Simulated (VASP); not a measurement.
# RbBr (Fm-3m) in VASP: a series of runs

Aim: see how the results for RbBr move with the level of theory and the settings. Levels: LDA, PBE, PBE-based screened hybrid with 25 % exact exchange. Tasks: single point.

All numbers are computed with VASP 6.6.1; they aren't measurements. Logs are shortened: lines on timing, memory, paths and dates and some standing lists are left out, and cuts for length are marked.

## (1) The cell of the first run

The structure is cubic, space group Fm-3m (No. 225). The conventional cell has a = 6.854 Å, b = 6.854 Å, c = 6.854 Å, α = 90.00°, β = 90.00°, γ = 90.00°. Within 4.5 Å of Rb (site symmetry m-3m) lie 6 Br at 3.43 Å. Within 4.5 Å of Br (site symmetry m-3m) lie 6 Rb at 3.43 Å.

## (2) Single point, LDA

File INCAR:

```
ALGO = Normal
EDIFF = 1E-6
ENCUT = 520
GGA = CA
ISIF = 2
ISMEAR = 0
LASPH = True
LCHARG = False
LREAL = False
LWAVE = False
NBANDS = 15
NELM = 100
PREC = Accurate
SIGMA = 0.02
```

File KPOINTS:

```
k-points
0
Gamma
  7 7 7
```

File POSCAR:

```
RbBr
1.0
    0.0000000000      3.4270000000      3.4270000000
    3.4270000000      0.0000000000      3.4270000000
    3.4270000000      3.4270000000      0.0000000000
Rb Br
1 1
Direct
    0.0000000000      0.0000000000      0.0000000000
    0.5000000000      0.5000000000      0.5000000000
```

Potentials or basis: VASP PAW LDA potentials, release 64 (Rb_sv, Br).

Run with:

```bash
> cat potpaw_LDA.64/Rb_sv/POTCAR potpaw_LDA.64/Br/POTCAR > POTCAR
> mpirun -np 1 vasp_std > vasp.out
```

OUTCAR:

```text
EDIFF = 1E-6
   ENCUT = 520
   GGA = CA
   ISIF = 2
   ISMEAR = 0
   LASPH = True
   LREAL = False
   NELM = 100
   PREC = Accurate

 ion  position               nearest neighbor table
   1  0.000  0.000  0.000-   2 3.43   2 3.43   2 3.43   2 3.43   2 3.43   2 3.43
   2  0.500  0.500  0.500-   1 3.43   1 3.43   1 3.43   1 3.43   1 3.43   1 3.43

  LATTYP: Found a face centered cubic cell.
 ALAT       =     6.8540000000

  Lattice vectors:

 A1 = (   0.0000000000,   3.4270000000,   3.4270000000)
 A2 = (   3.4270000000,   0.0000000000,   3.4270000000)
 A3 = (   3.4270000000,   3.4270000000,   0.0000000000)

Analysis of symmetry for initial positions (statically):
=====================================================================
 Subroutine PRICEL returns:
 Original cell was already a primitive cell.

 Routine SETGRP: Setting up the symmetry group for a
 face centered cubic supercell.

 Subroutine GETGRP returns: Found 48 space group operations
 (whereof 48 operations were pure point group operations)
 out of a pool of 48 trial point group operations.

The static configuration has the point symmetry O_h .

Analysis of symmetry for dynamics (positions and initial velocities):
=====================================================================
 Subroutine PRICEL returns:
 Original cell was already a primitive cell.

 Routine SETGRP: Setting up the symmetry group for a
 face centered cubic supercell.

 Subroutine GETGRP returns: Found 48 space group operations
 (whereof 48 operations were pure point group operations)
 out of a pool of 48 trial point group operations.

The dynamic configuration has the point symmetry O_h .

 Subroutine INISYM returns: Found 48 space group operations
 (whereof 48 operations are pure point group operations),
 and found     1 'primitive' translations

----------------------------------------------------------------------------------------

                                     Primitive cell

  volume of cell :      80.4956

  direct lattice vectors                    reciprocal lattice vectors
     0.000000000  3.427000000  3.427000000    -0.145900204  0.145900204  0.145900204
     3.427000000  0.000000000  3.427000000     0.145900204 -0.145900204  0.145900204
     3.427000000  3.427000000  0.000000000     0.145900204  0.145900204 -0.145900204

  length of vectors
     4.846509878  4.846509878  4.846509878     0.252706567  0.252706567  0.252706567

  position of ions in fractional coordinates (direct lattice)
     0.000000000  0.000000000  0.000000000
     0.500000000  0.500000000  0.500000000

  ion indices of the primitive-cell ions
   primitive index   ion index
                 1           1
                 2           2

----------------------------------------------------------------------------------------

 KPOINTS: k-points

Automatic generation of k-mesh.
 Grid dimensions read from file:
 generate k-points for:    7    7    7

 Generating k-lattice:

  Cartesian coordinates                     Fractional coordinates (reciprocal lattice)
    -0.020842886  0.020842886  0.020842886     0.142857143  0.000000000  0.000000000
     0.020842886 -0.020842886  0.020842886     0.000000000  0.142857143  0.000000000
     0.020842886  0.020842886 -0.020842886     0.000000000  0.000000000  0.142857143

  Length of vectors
     0.036100938  0.036100938  0.036100938

  Shift w.r.t. Gamma in fractional coordinates (k-lattice)
     0.000000000  0.000000000  0.000000000

 Subroutine IBZKPT returns following result:
 ===========================================

 Found     20 irreducible k-points:

 Following reciprocal coordinates:
            Coordinates               Weight
  0.000000  0.000000  0.000000      1.000000
  0.142857  0.000000  0.000000      8.000000
  0.285714  0.000000  0.000000      8.000000
  0.428571  0.000000  0.000000      8.000000
  0.142857  0.142857  0.000000      6.000000
  0.285714  0.142857  0.000000     24.000000
[... 12 lines left out ...]
 -0.428571  0.428571  0.142857     24.000000
 -0.285714  0.428571  0.142857     24.000000
   k-points           NKPTS =     20   k-points in BZ     NKDIM =     20   number of bands    NBANDS=     15
   number of dos      NEDOS =    301   number of ions     NIONS =      2
   total plane-waves  NPLWV =  46656
   dimension x,y,z NGX =    36 NGY =   36 NGZ =   36
   dimension x,y,z NGXF=    72 NGYF=   72 NGZF=   72
   ions per type =               1   1
   NGX,Y,Z   is equivalent  to a cutoff of  12.35, 12.35, 12.35 a.u.
   NGXF,Y,Z  is equivalent  to a cutoff of  24.70, 24.70, 24.70 a.u.
 SYSTEM =  unknown system
   PREC   = accura    normal or accurate (medium, high low for compatibility)
   ISTART =      0    job   : 0-new  1-cont  2-samecut
   ICHARG =      2    charge: 1-file 2-atom 10-const
   ISPIN  =      1    spin polarized calculation?
   LNONCOLLINEAR =      F non collinear calculations
   LSORBIT =      F    spin-orbit coupling
   LASPH  =      T    aspherical Exc in radial PAW
   ENCUT  =  520.0 eV  38.22 Ry    6.18 a.u.   9.01  9.01  9.01*2*pi/ulx,y,z
   NELM   =    100;   NELMIN=  2; NELMDL= -5     # of ELM steps
   EDIFF  = 0.1E-05   stopping-criterion for ELM
   LREAL  =      F    real-space projection
   EDIFFG = 0.1E-04   stopping-criterion for IOM
   NSW    =      0    number of steps for IOM
   IBRION =     -1    ionic relax: 0-MD 1-quasi-New 2-CG
   NFREE  =      0    steps in history (QN), initial steepest desc. (CG)
   ISIF   =      2    stress and relaxation
   ISYM   =      2    0-nonsym 1-usesym 2-fastsym
   POTIM  = 0.5000    time-step for ionic-motion
   TEBEG  =    0.0;   TEEND  =   0.0 temperature during run
   PSTRESS=    0.0 pullay stress
   NELECT =      16.0000    total number of electrons
   NUPDOWN=      -1.0000    fix difference up-down
   EMIN   =  10.00;   EMAX   =-10.00  energy-range for DOS
   EFERMI =   0.00;   METHOD = LEGACY
   ISMEAR =     0;   SIGMA  =   0.02  broadening in eV -4-tet -1-fermi 0-gaus
   EFERMI_NEDOS =   21; number of points for ismear=-14 and -15
   IALGO  =     38    algorithm
   IMIX   =      4    mixing-type and parameters
     AMIX     =   0.40;   BMIX     =  1.00
     AMIX_MAG =   1.60;   BMIX_MAG =  1.00
  volume/ion in A,a.u.               =      40.25       271.61
  Fermi-wavevector in a.u.,A,eV,Ry     =   0.955412  1.805467 12.419564  0.912812
  Thomas-Fermi vector in A             =   2.084247
   LORBIT       =      0    0 simple, 1 ext, 2 COOP (PROOUT), +10 PAW based schemes
   GGA     = CA    functional components
   LHFCALC =     F    Hartree Fock is set to
   AEXX    =    0.0000 exact exchange contribution
   IVDW    =     0    specifies the selected vdW correction
   LEPSILON=     F    determine dielectric tensor
   LRPA    =     F    only Hartree local field effects (RPA)
 non-spin polarized calculation
 Gauss-broadening in eV      SIGMA  =   0.02
  energy-cutoff  :      520.00
  volume of cell :       80.50
 maximum number of plane-waves:      2186
   NGX = 17   NGY = 17   NGZ = 17

 number of electron      15.9999999 magnetization

 Free energy of the ion-electron system (eV)
  ---------------------------------------------------
  ext. energy  EPLUGINS =         0.00000000
  ---------------------------------------------------
  free energy    TOTEN  =        -6.69440037 eV

  energy without entropy =       -6.69440037  energy(sigma->0) =       -6.69440037

 E-fermi :  -1.7923     XC(G=0):  -7.7378

 val. band max:       -1.9552400961   @ k =   0.0000   0.0000   0.0000
 cond. band min:       2.0044617629   @ k =   0.0000   0.0000   0.0000
 fundamental gap:      3.9597018590
 Fermi energy:        -1.7922725504

 k-point     1 :       0.0000    0.0000    0.0000
  band No.  band energies     occupation
      1     -26.2260      2.00000
      2     -14.1654      2.00000
      3     -10.3685      2.00000
      4     -10.3685      2.00000
      5     -10.3685      2.00000
      6      -1.9552      2.00000
      7      -1.9552      2.00000
      8      -1.9552      2.00000
      9       2.0045      0.00000
     10       5.0725      0.00000
     11       5.0725      0.00000
     12       5.0725      0.00000
     13       6.0180      0.00000
     14       6.0180      0.00000
     15       8.5989      0.00000

 k-point     2 :       0.1429    0.0000    0.0000
  band No.  band energies     occupation
      1     -26.2241      2.00000
      2     -14.1734      2.00000
      3     -10.3702      2.00000
      4     -10.3702      2.00000
      5     -10.3606      2.00000
      6      -2.2130      2.00000
      7      -2.0314      2.00000
      8      -2.0314      2.00000
      9       2.5087      0.00000
     10       4.9385      0.00000
     11       5.3176      0.00000
     12       5.3176      0.00000
     13       6.3230      0.00000
     14       6.3230      0.00000
     15       9.3823      0.00000

 k-point     3 :       0.2857    0.0000    0.0000
  band No.  band energies     occupation
      1     -26.2198      2.00000
      2     -14.1910      2.00000
      3     -10.3739      2.00000
      4     -10.3739      2.00000
      5     -10.3431      2.00000
      6      -2.6732      2.00000
      7      -2.1926      2.00000
      8      -2.1926      2.00000
      9       3.5924      0.00000
     10       4.9441      0.00000
     11       6.0141      0.00000
     12       6.0141      0.00000
     13       7.1259      0.00000
     14       7.1259      0.00000
     15       9.8407      0.00000
[... 271 lines left out ...]
 k-point    19 :      -0.4286    0.4286    0.1429
  band No.  band energies     occupation
      1     -26.2135      2.00000
      2     -14.1347      2.00000
      3     -10.5187      2.00000
      4     -10.4649      2.00000
      5     -10.3865      2.00000
      6      -2.5023      2.00000
      7      -2.3032      2.00000
      8      -2.2029      2.00000
      9       3.9212      0.00000
     10       5.1429      0.00000
     11       6.2243      0.00000
     12       7.0986      0.00000
     13       7.6115      0.00000
     14       8.4288      0.00000
     15       8.9393      0.00000

 k-point    20 :      -0.2857    0.4286    0.1429
  band No.  band energies     occupation
      1     -26.2132      2.00000
      2     -14.1427      2.00000
      3     -10.5150      2.00000
      4     -10.4721      2.00000
      5     -10.3583      2.00000
      6      -2.5287      2.00000
      7      -2.3501      2.00000
      8      -2.2865      2.00000
      9       4.5259      0.00000
     10       5.2179      0.00000
     11       6.0740      0.00000
     12       6.4690      0.00000
     13       8.2403      0.00000
     14       8.4500      0.00000
     15       9.2073      0.00000

------------------------ aborting loop because EDIFF is reached ----------------------------------------

  FORCE on cell =-STRESS in cart. coord.  units (eV):
  Direction    XX          YY          ZZ          XY          YZ          ZX
  --------------------------------------------------------------------------------------
  -------------------------------------------------------------------------------------
  Total       -0.5988306     -0.5988306     -0.5988306      0.0000000      0.0000000      0.0000000
  in kB      -11.9190672    -11.9190672    -11.9190672      0.0000000      0.0000000      0.0000000
  external PRESSURE =     -11.9190672 kB  Pullay stress =       0.0000000 kB

 VOLUME and BASIS-vectors are now :
 -----------------------------------------------------------------------------
  energy-cutoff  :      520.00
  volume of cell :       80.50
      direct lattice vectors                 reciprocal lattice vectors
     0.000000000  3.427000000  3.427000000    -0.145900204  0.145900204  0.145900204
     3.427000000  0.000000000  3.427000000     0.145900204 -0.145900204  0.145900204
     3.427000000  3.427000000  0.000000000     0.145900204  0.145900204 -0.145900204

 POSITION                                       TOTAL-FORCE (eV/Angst)
 -----------------------------------------------------------------------------------
      0.00000      0.00000      0.00000         0.000000     -0.000000     -0.000000
      3.42700      3.42700      3.42700        -0.000000      0.000000      0.000000
 -----------------------------------------------------------------------------------
    total drift:                                0.000000      0.000000      0.000000

  FREE ENERGIE OF THE ION-ELECTRON SYSTEM (eV)
  ---------------------------------------------------
  free  energy   TOTEN  =        -6.6944003655 eV

  energy  without entropy=       -6.6944003655  energy(sigma->0) =       -6.69440037
```

Run time: 22 s. Hardware: 1 thread of Intel Xeon Platinum 8175M at 2.50GHz (Skylake/Cascade Lake), shared host; peak memory 0.18 GiB.

Results:

```
Free energy            : -6.6944 eV
Pressure               : -1.2 GPa
Band gap on the k mesh : 3.96 eV
```

Levels at points of the mesh, in eV from the valence-band top:
```tsv
k point	band 4	band 5	band 6	band 7	band 8	band 9	band 10	band 11	band 12	band 13
(0.00, 0.00, 0.00)	-8.41	-8.41	0.00	0.00	0.00	3.96	7.03	7.03	7.03	7.97
```

LDA gaps usually lie below the measured ones, often by a third to a half.

## (3) Single point, PBE

File INCAR:

```
SYSTEM = RbBr
PREC = Accurate ; ENCUT = 520
EDIFF = 1E-6 ; ISMEAR = 0
SIGMA = 0.05 ; LREAL = .False.
LASPH = .True. ; NELM = 80
ALGO = Normal ; ISIF = 2
LWAVE = .False. ; LCHARG = .True.
GGA = PE ; LELF = .True.
LVHAR = .True. ; NBANDS = 15
```

File KPOINTS:

```
regular mesh
0
Gamma
  7 7 7
  0 0 0
```

POSCAR is that of step 2.

Potentials or basis: VASP PAW PBE potentials, release 64 (Rb_sv, Br).

Run with:

```bash
> cat potpaw_PBE.64/Rb_sv/POTCAR potpaw_PBE.64/Br/POTCAR > POTCAR
> mpirun -np 1 vasp_std > vasp.out
```

Run time: 28 s. Hardware: 1 thread of Intel Xeon Platinum 8175M at 2.50GHz (Skylake/Cascade Lake), shared host; peak memory 0.21 GiB.

Results (log left out):

| Item | Value |
| --- | --- |
| Free energy | -6.0973 eV |
| Pressure | 1.0 GPa |
| Band gap on the k mesh | 4.36 eV |

Levels at points of the mesh, in eV from the valence-band top:
| k point | band 4 | band 5 | band 6 | band 7 | band 8 | band 9 | band 10 | band 11 | band 12 | band 13 |
| --- | --- | --- | --- | --- | --- | --- | --- | --- | --- | --- |
| (0.00, 0.00, 0.00) | -8.49 | -8.49 | 0.00 | 0.00 | 0.00 | 4.36 | 7.28 | 7.28 | 7.28 | 8.17 |

Caveat: an odd mesh through Γ misses points on the zone boundary, where band edges can lie.

## (4) Single point, PBE-based screened hybrid with 25 % exact exchange

POSCAR is that of step 3.

File INCAR.step1:

```
SYSTEM = RbBr
ALGO = Normal
EDIFF = 1E-5
ENCUT = 520
GGA = PE
ISIF = 2
ISMEAR = -1
LASPH = .TRUE.
LCHARG = .FALSE.
LREAL = .FALSE.
LWAVE = .TRUE.
NBANDS = 15
NELM = 60
PREC = Accurate
SIGMA = 0.05
```

File INCAR.step2:

```
SYSTEM = RbBr
AEXX = 0.25
ALGO = Normal
EDIFF = 1E-7
ENCUT = 520
GGA = PE
HFSCREEN = 0.6
ISIF = 2
ISMEAR = -1
ISTART = 1
LASPH = .TRUE.
LCHARG = .FALSE.
LHFCALC = .TRUE.
LREAL = .FALSE.
LWAVE = .FALSE.
NBANDS = 15
NELM = 60
PREC = Accurate
PRECFOCK = Normal
SIGMA = 0.05
```

File KPOINTS:

```
k-points
0
G
  4 4 4
  0 0 0
```

Potentials or basis: VASP PAW PBE potentials, release 64 (Rb_sv, Br).

Run with:

```bash
> cat potpaw_PBE.64/Rb_sv/POTCAR potpaw_PBE.64/Br/POTCAR > POTCAR
> cp INCAR.step1 INCAR
> mpirun -np 1 vasp_std > vasp.out
> cp INCAR.step2 INCAR
> mpirun -np 1 vasp_std > vasp.out
```

OUTCAR:

```text
SYSTEM = RbBr
   AEXX = 0.25
   EDIFF = 1E-7
   ENCUT = 520
   GGA = PE
   HFSCREEN = 0.6
   ISIF = 2
   ISMEAR = -1
   ISTART = 1
   LASPH = .TRUE.
   LHFCALC = .TRUE.
   LREAL = .FALSE.
   NELM = 60
   PREC = Accurate
   PRECFOCK = Normal

 ion  position               nearest neighbor table
   1  0.000  0.000  0.000-   2 3.43   2 3.43   2 3.43   2 3.43   2 3.43   2 3.43
   2  0.500  0.500  0.500-   1 3.43   1 3.43   1 3.43   1 3.43   1 3.43   1 3.43

  LATTYP: Found a face centered cubic cell.
[... 323 lines left out ...]
------------------------ aborting loop because EDIFF is reached ----------------------------------------

  FORCE on cell =-STRESS in cart. coord.  units (eV):
  Direction    XX          YY          ZZ          XY          YZ          ZX
  --------------------------------------------------------------------------------------
  -------------------------------------------------------------------------------------
  Total        0.4106656      0.4106656      0.4106656      0.0000000     -0.0000000      0.0000000
  in kB        8.1738490      8.1738490      8.1738490      0.0000000     -0.0000000      0.0000000
  external PRESSURE =       8.1738490 kB  Pullay stress =       0.0000000 kB

 VOLUME and BASIS-vectors are now :
 -----------------------------------------------------------------------------
  energy-cutoff  :      520.00
  volume of cell :       80.50
      direct lattice vectors                 reciprocal lattice vectors
     0.000000000  3.427000000  3.427000000    -0.145900204  0.145900204  0.145900204
     3.427000000  0.000000000  3.427000000     0.145900204 -0.145900204  0.145900204
     3.427000000  3.427000000  0.000000000     0.145900204  0.145900204 -0.145900204

 POSITION                                       TOTAL-FORCE (eV/Angst)
 -----------------------------------------------------------------------------------
      0.00000      0.00000      0.00000        -0.000000      0.000000     -0.000000
      3.42700      3.42700      3.42700         0.000000     -0.000000      0.000000
 -----------------------------------------------------------------------------------
    total drift:                               -0.000000      0.000004      0.000004

  FREE ENERGIE OF THE ION-ELECTRON SYSTEM (eV)
  ---------------------------------------------------
  free  energy   TOTEN  =        -6.5367705669 eV

  energy  without entropy=       -6.5367705669  energy(sigma->0) =       -6.53677057
```

OSZICAR.step1:

```text
N       E                     dE             d eps       ncg     rms          rms(c)
DAV:   1     0.843392889668E+02    0.84339E+02   -0.67200E+03   240   0.907E+02
DAV:   2    -0.224967072056E+00   -0.84564E+02   -0.77448E+02   347   0.167E+02
DAV:   3    -0.614629060351E+01   -0.59213E+01   -0.58922E+01   310   0.446E+01
DAV:   4    -0.631450174487E+01   -0.16821E+00   -0.16819E+00   395   0.718E+00
DAV:   5    -0.631553336611E+01   -0.10316E-02   -0.10316E-02   317   0.607E-01    0.291E+00
DAV:   6    -0.610089711570E+01    0.21464E+00   -0.26523E-01   317   0.235E+00    0.193E+00
DAV:   7    -0.608469682689E+01    0.16200E-01   -0.12596E-01   317   0.172E+00    0.967E-01
DAV:   8    -0.609628331056E+01   -0.11586E-01   -0.13493E-02   262   0.684E-01    0.107E-01
DAV:   9    -0.609666318595E+01   -0.37988E-03   -0.59049E-04   338   0.124E-01    0.698E-02
DAV:  10    -0.609709540943E+01   -0.43222E-03   -0.59888E-04   254   0.130E-01    0.297E-02
DAV:  11    -0.609709451031E+01    0.89912E-06   -0.35855E-05   303   0.295E-02
   1 F= -.60970945E+01 E0= -.60970945E+01  d E =-.244438E-10
```

It took 16 min on 1 thread of Intel Xeon 8259CL, shared host; peak memory 0.32 GiB.

What came out:

| Quantity | Value |
| --- | --- |
| Free energy | -6.5368 eV |
| Pressure | 0.8 GPa |
| Band gap on the k mesh | 4.84 eV |

Levels at points of the mesh, in eV from the valence-band top:
```tsv
k point	band 5	band 6	band 7	band 8	band 9	band 10	band 11	band 12
(0.00, 0.00, 0.00)	-8.85	0.00	0.00	0.00	4.84	7.77	7.77	7.77
(0.50, 0.00, 0.00)	-8.80	-0.98	-0.36	-0.36	7.27	8.22	10.06	10.06
(0.50, 0.50, 0.00)	-8.92	-0.47	-0.16	-0.16	6.06	7.65	9.70	9.78
```

Caveat: the PAW data sets were made with another functional, which shifts forces and pressure a little.

## (5) Overview

| level | potentials or basis | k mesh | smearing | grid for exact exchange (PRECFOCK) | share of exact exchange | screening parameter | gap on the mesh (eV) | pressure (GPa) |
| --- | --- | --- | --- | --- | --- | --- | --- | --- |
| LDA | VASP PAW LDA potentials, release 64 (Rb_sv, Br) | 7 × 7 × 7 | gaussian 0.02 eV | - | - | - | 3.96 | -1.2 |
| PBE | VASP PAW PBE potentials, release 64 (Rb_sv, Br) | 7 × 7 × 7 | gaussian 0.05 eV | - | - | - | 4.36 | 1.0 |
| PBE-based screened hybrid with 25 % exact exchange | VASP PAW PBE potentials, release 64 (Rb_sv, Br) | 4 × 4 × 4 | fermi-dirac 0.05 eV | Normal | 0.25 | 0.6 1/Å | 4.84 | 0.8 |

Alike in all rows: task single point; no spin polarisation; cell as given; cutoff (eV) 520.

Caveats: an odd mesh through Γ misses points on the zone boundary, where band edges can lie (at least some runs); the PAW data sets were made with another functional, which shifts forces and pressure a little (at least some runs).

Absolute energies hang on the potentials; compare differences alone.
